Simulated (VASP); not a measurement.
Here is a VASP 6.6.1 calculation.

The input INCAR:

```
SYSTEM = MgSnSb2
PREC = Accurate
ENCUT = 520
EDIFF = 1E-7
ISMEAR = -1
SIGMA = 0.02
LREAL = .False.
LASPH = .True.
NELM = 80
ALGO = Normal
ISIF = 2
LWAVE = .False.
LCHARG = .False.
NBANDS = 21
```

The input KPOINTS:

```
regular mesh
0
Gamma
  6 6 4
  0 0 0
```

The input POSCAR:

```
MgSnSb2
1.0
    4.6004806803      0.0000000000      0.0000000000
    0.0000000000      4.6004806803      0.0000000000
    0.0000000000      0.0000000000      6.5552380318
Mg Sb Sn
1 2 1
Direct
    0.0000000000      0.0000000000      0.0000000000
    0.0000000000      0.5000000000      0.2428810204
    0.5000000000      0.0000000000      0.7571189796
    0.5000000000      0.5000000000      0.5000000000
```

Potentials or basis: VASP PAW LDA potentials, release 64 (Mg, Sb, Sn_d).

Run with:

```sh
$ cat potpaw_LDA.64/Mg/POTCAR potpaw_LDA.64/Sb/POTCAR potpaw_LDA.64/Sn_d/POTCAR > POTCAR
$ mpirun -np 1 vasp_std > vasp.out
```

(1) Estimate the largest force.

(2) Estimate the band gap on the k mesh.

(3) Predict the pressure.

## Answers

(1) 0.011 eV/Å.

(2) zero (bands 13 and 14 overlap by 0.25 eV).

(3) -1.6 GPa.

Caveat: semilocal functionals underestimate gaps, and a narrow one can read as zero; spin-orbit coupling is left out, which moves the levels of the heavy elements.
